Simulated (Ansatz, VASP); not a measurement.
Two plane-wave programs on TiGe4

```xyz
5
Lattice="-2.9544 2.9544 2.9544 2.9544 -2.9544 2.9544 2.9544 2.9544 -2.9544" Properties=species:S:1:pos:R:3 pbc="T T T"
Ti    0.0000    0.0000    0.0000
Ge    1.4773    1.4773    1.4773
Ge   -1.4771    1.4771    1.4771
Ge    1.4771    1.4771   -1.4771
Ge    1.4771   -1.4771    1.4771
```

Change from the starting cell: species swapped into the GeF4 type (I-43m, No. 217).

Alike in both runs: functional PBE; k mesh 4 × 4 × 4; occupations gaussian, width 0.1 eV; no spin polarisation.

Ansatz relaxed the structure, and its values are those at the end. VASP's run is a single point on that final structure, the one shown.

|  | VASP | Ansatz |
| --- | --- | --- |
| version | VASP 6.6.1 | Ansatz 0.2.0 |
| potentials or method | VASP PAW PBE potentials, release 64 (Ti_sv, Ge_d), cutoff 520 eV | scalar-relativistic, plane waves, PAW |
| valence electrons in the cell | 68 | 68 |

```tsv
	VASP	Ansatz	Ansatz less VASP
gap on the k mesh at the Fermi level (eV)	none	none	-
pressure (GPa)	-0.1	-0.1	0.00
```

A gap of «none» marks a metal or a gap that the smearing closes. The functional is the same, so the differences come from potentials, cutoffs and numerics.

The k mesh is coarse, so the values compare programs but aren't converged.
